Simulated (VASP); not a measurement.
# Zr12H (a cell with a defect) in VASP: single point with PBE

Aim: the single point of Zr12H (a cell with a defect) with PBE.

Program: VASP 6.6.1. These are calculated values, not measurements. Logs are shortened: lines on timing, memory, paths and dates and some standing lists are left out, and cuts for length are marked.

## (1) The cell of the first run

The cell holds a defect, 13 atoms: a = 6.460 Å, b = 9.690 Å, c = 5.145 Å, α = 90.00°, β = 90.00°, γ = 120.00°.

## (2) Single point, PBE

Input file INCAR:

```
SYSTEM = Zr12H
PREC = Accurate
ENCUT = 520
EDIFF = 1E-7
ISMEAR = -1
SIGMA = 0.1
LREAL = .FALSE.
LASPH = .TRUE.
NELM = 60
ALGO = Normal
ISIF = 2
LWAVE = .FALSE.
LCHARG = .FALSE.
GGA = PE
NBANDS = 84
```

Input file KPOINTS:

```
Automatic mesh
0
G
  3 2 3
  0 0 0
```

Input file POSCAR:

```
Zr12H
1.0
    6.4600000000      0.0000000000      0.0000000000
   -4.8450000000      8.3917860000      0.0000000000
    0.0000000000      0.0000000000      5.1453900000
Zr H
12 1
Direct
    0.0023699535      0.0013411850     -0.0060637300
    0.1666263554      0.2214431957      0.4926226384
    0.0029174210      0.3306993932     -0.0020386281
    0.1722113579      0.5580887610      0.5074569692
    0.0022307473      0.6704238559      0.0033195671
    0.1693737873      0.8910701444      0.5000688009
    0.4985908560     -0.0016936136     -0.0016633985
    0.6653408755      0.2186395070      0.4953921191
    0.4955188057      0.3314183921     -0.0076570360
    0.6648742174      0.5586136558      0.5011404201
    0.5012221183      0.6679753097      0.0061649331
    0.6658749038      0.8880649622      0.5035759858
    0.8342315009      0.4444257518      0.2496240589
```

Potentials or basis: VASP PAW PBE potentials, release 64 (Zr_sv, H).

On the command line:

```sh
> cat potpaw_PBE.64/Zr_sv/POTCAR potpaw_PBE.64/H/POTCAR > POTCAR
> mpirun -np 1 vasp_std > vasp.out
```

OUTCAR:

```text
SYSTEM = Zr12H
   PREC = Accurate
   ENCUT = 520
   EDIFF = 1E-7
   ISMEAR = -1
   LREAL = .FALSE.
   LASPH = .TRUE.
   NELM = 60
   ISIF = 2
   GGA = PE

 ion  position               nearest neighbor table
   1  0.002  0.001  0.994-  12 3.15   6 3.15   2 3.16   2 3.17   3 3.19   9 3.19   6 3.20   5 3.21
                             7 3.22  12 3.23  11 3.23   7 3.24
   2  0.167  0.221  0.493-   3 3.14   1 3.16   9 3.16   9 3.16   1 3.17   3 3.18   6 3.21   8 3.22
                            12 3.23   8 3.24  10 3.24   4 3.25
   3  0.003  0.331  0.998-  13 2.30   2 3.14   4 3.16   9 3.18   8 3.18   2 3.18   1 3.19   8 3.20
                             7 3.24   4 3.24  11 3.24   9 3.28   5 3.29
   4  0.172  0.558  0.507-  13 2.31  11 3.16   3 3.16  11 3.17   5 3.18  10 3.18  12 3.19   5 3.21
                             6 3.24   3 3.24   2 3.25  10 3.28   8 3.28
   5  0.002  0.670  0.003-  13 2.28   6 3.16   4 3.18  10 3.18   6 3.18   7 3.19  10 3.20   1 3.21
                             4 3.21  11 3.22  11 3.24   9 3.28   3 3.29
   6  0.169  0.891  0.500-   1 3.15   5 3.16   7 3.16   7 3.17   5 3.18   8 3.19   1 3.20   2 3.21
                            12 3.22   4 3.24  12 3.24  10 3.24
   7  0.499  0.998  0.998-  12 3.15   8 3.16   6 3.16   6 3.17   8 3.18   5 3.19  12 3.20  11 3.21
                             1 3.22   9 3.24   3 3.24   1 3.24
   8  0.665  0.219  0.495-  13 2.28   7 3.16   7 3.18   3 3.18   9 3.18   6 3.19   3 3.20  12 3.21
                             9 3.21   2 3.22   2 3.24   4 3.28  10 3.30
   9  0.496  0.331  0.992-  13 2.31   2 3.16   2 3.16  10 3.17   3 3.18   8 3.18   1 3.19   8 3.21
                             7 3.24  10 3.24  11 3.24   5 3.28   3 3.28
  10  0.665  0.559  0.501-  13 2.30  11 3.14   9 3.17  11 3.18   4 3.18   5 3.18  12 3.19   5 3.20
                             9 3.24   6 3.24   2 3.24   4 3.28   8 3.30
  11  0.501  0.668  0.006-  10 3.14  12 3.16   4 3.16   4 3.17  12 3.18  10 3.18   7 3.21   5 3.22
                             1 3.23   5 3.24   9 3.24   3 3.24
  12  0.666  0.888  0.504-   1 3.15   7 3.15  11 3.16  11 3.18  10 3.19   4 3.19   7 3.20   8 3.21
                             6 3.22   1 3.23   2 3.23   6 3.24
  13  0.834  0.444  0.250-   8 2.28   5 2.28   3 2.30  10 2.30   4 2.31   9 2.31

  LATTYP: Found a simple monoclinic cell.
 ALAT       =     6.4600000000
 B/A-ratio  =     0.7965000000
 C/A-ratio  =     1.3228756308
 COS(beta)  =    -0.1889822400

  Lattice vectors:

 A1 = (   6.4600000000,   0.0000000000,   0.0000000000)
 A2 = (   0.0000000000,   0.0000000000,   5.1453900000)
 A3 = (  -1.6150000000,  -8.3917860000,   0.0000000000)

Analysis of symmetry for initial positions (statically):
=====================================================================
 Subroutine PRICEL returns:
[... 166 lines left out ...]
   IALGO  =     38    algorithm
   IMIX   =      4    mixing-type and parameters
     AMIX     =   0.40;   BMIX     =  1.00
     AMIX_MAG =   1.60;   BMIX_MAG =  1.00
  volume/ion in A,a.u.               =      21.46       144.80
  Fermi-wavevector in a.u.,A,eV,Ry     =   1.316323  2.487490 23.574895  1.732706
  Thomas-Fermi vector in A             =   2.446443
   LORBIT       =      0    0 simple, 1 ext, 2 COOP (PROOUT), +10 PAW based schemes
   GGA     = PE    functional components
   LHFCALC =     F    Hartree Fock is set to
   AEXX    =    0.0000 exact exchange contribution
   IVDW    =     0    specifies the selected vdW correction
   LEPSILON=     F    determine dielectric tensor
   LRPA    =     F    only Hartree local field effects (RPA)
 non-spin polarized calculation
  energy-cutoff  :      520.00
  volume of cell :      278.94
 maximum number of plane-waves:      7545
   NGX = 25   NGY = 37   NGZ = 19

 number of electron     145.0000001 magnetization

 Free energy of the ion-electron system (eV)
  ---------------------------------------------------
  ext. energy  EPLUGINS =         0.00000000
  ---------------------------------------------------
  free energy    TOTEN  =      -106.03590073 eV

  energy without entropy =     -105.44736147  energy(sigma->0) =     -105.74163110

 E-fermi :   9.0451     XC(G=0): -11.1332

 val. band max:        9.0354124173   @ k =   0.0000   0.5000   0.3333
 cond. band min:       9.0471418754   @ k =   0.3333   0.0000   0.3333
 fundamental gap:      0.0117294581
 Fermi energy:         9.0450778106

 k-point     1 :       0.0000    0.0000    0.0000
  band No.  band energies     occupation
      1     -39.7539      2.00000
      2     -39.6738      2.00000
      3     -39.6416      2.00000
      4     -39.6407      2.00000
      5     -39.6229      2.00000
      6     -39.6144      2.00000
[... 859 lines left out ...]
     83       9.7062      0.00269
     84      10.0596      0.00008

------------------------ aborting loop because EDIFF is reached ----------------------------------------

  FORCE on cell =-STRESS in cart. coord.  units (eV):
  Direction    XX          YY          ZZ          XY          YZ          ZX
  --------------------------------------------------------------------------------------
  -------------------------------------------------------------------------------------
  Total        2.4058473      2.3653967      2.7179072      0.0412542      0.1075040      0.0353192
  in kB       13.8188985     13.5865548     15.6113331      0.2369594      0.6174899      0.2028694
  external PRESSURE =      14.3389288 kB  Pullay stress =       0.0000000 kB

 VOLUME and BASIS-vectors are now :
 -----------------------------------------------------------------------------
  energy-cutoff  :      520.00
  volume of cell :      278.94
      direct lattice vectors                 reciprocal lattice vectors
     6.460000000  0.000000000  0.000000000     0.154798762  0.089373108  0.000000000
    -4.845000000  8.391786000  0.000000000     0.000000000  0.119164145  0.000000000
     0.000000000  0.000000000  5.145390000     0.000000000  0.000000000  0.194348728

 POSITION                                       TOTAL-FORCE (eV/Angst)
 -----------------------------------------------------------------------------------
      0.00881      0.01125      5.11419        -0.016898     -0.013838      0.012112
      0.00351      1.85830      2.53474        -0.001969     -0.006707      0.012435
     -1.58339      2.77516      5.13490         0.005434      0.016070     -0.021254
     -1.59145      4.68336      2.61106         0.006068     -0.004283      0.000294
     -3.23379      5.62605      0.01708         0.011227      0.017655     -0.021418
     -3.22308      7.47767      2.57305        -0.001158     -0.020188     -0.008602
     -1.61590      8.37757      5.13683         0.004697      0.010116     -0.001361
      3.23879      1.83478      2.54899        -0.012486     -0.005474      0.035310
      1.59533      2.78119      5.10599         0.003486     -0.002392     -0.020969
      1.58860      4.68777      2.57856        -0.008307     -0.015915      0.023652
      0.00155      5.60551      0.03172         0.003848      0.005902     -0.011038
     -0.00112      7.45245      2.59109         0.011401      0.014605      0.002109
      3.23589      3.72953      1.28441        -0.005346      0.004448     -0.001269
 -----------------------------------------------------------------------------------
    total drift:                               -0.000022      0.000009      0.000001

  FREE ENERGIE OF THE ION-ELECTRON SYSTEM (eV)
  ---------------------------------------------------
  free  energy   TOTEN  =      -106.0359007346 eV

  energy  without entropy=     -105.4473614720  energy(sigma->0) =     -105.74163110
```

Run time: 12 min. Hardware: 1 thread of Intel Xeon 8259CL, shared host; peak memory 0.43 GiB.

Results:

* Free energy: -106.0359 eV
* Pressure: 1.4 GPa
* Largest force: 0.038 eV/Å

Forces in eV/Å, atoms in the order of the input:
```
Zr  -0.017 -0.014  0.012
Zr  -0.002 -0.007  0.012
Zr   0.005  0.016 -0.021
Zr   0.006 -0.004  0.000
Zr   0.011  0.018 -0.021
Zr  -0.001 -0.020 -0.009
Zr   0.005  0.010 -0.001
Zr  -0.012 -0.005  0.035
Zr   0.003 -0.002 -0.021
Zr  -0.008 -0.016  0.024
Zr   0.004  0.006 -0.011
Zr   0.011  0.015  0.002
H   -0.005  0.004 -0.001
```

Stress tensor (GPa, compression positive):
```
1.38 0.02 0.02
0.02 1.36 0.06
0.02 0.06 1.56
```

Levels at points of the mesh, in eV from the Fermi level:
| k point | band 69 | band 70 | band 71 | band 72 | band 73 | band 74 | band 75 | band 76 |
| --- | --- | --- | --- | --- | --- | --- | --- | --- |
| (0.00, 0.00, 0.00) | -0.46 | -0.26 | 0.11 | 0.32 | 0.50 | 0.66 | 0.75 | 0.81 |
| (0.00, 0.50, 0.00) | -0.19 | -0.08 | -0.04 | -0.03 | 0.12 | 0.33 | 0.46 | 0.55 |

Caveat: the k points lie up to 0.41 Å⁻¹ apart.
